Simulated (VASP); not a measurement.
Crystal: LiH.

```
Li H
1.0
     3.25482    0.00000    0.00000
    -1.62741    2.81876    0.00000
     0.00000    0.00000    4.06907
Li H
2 2
Direct
  0.33333 0.66667 0.25000
  0.66667 0.33333 0.75000
  0.66667 0.33333 0.25000
  0.33333 0.66667 0.75000
```

Base run:

- Program: VASP 6.6.1
- Functional: PBE
- Potentials or basis: VASP PAW PBE potentials, release 64 (Li_sv, H)
- Cutoff: 520 eV
- k mesh: 12 × 12 × 6
- Occupations: fermi-dirac, width 0.02 eV
- Spin: no spin polarisation

Its results: band gap on the k mesh 1.83 eV (least direct gap 3.07 eV).

Question: The run is repeated on the same cell with these changes: functional from PBE to r2SCAN. What comes out?

Answer: Band gap on the k mesh 2.30 eV (least direct gap 3.61 eV).

A k mesh can miss the band edges.
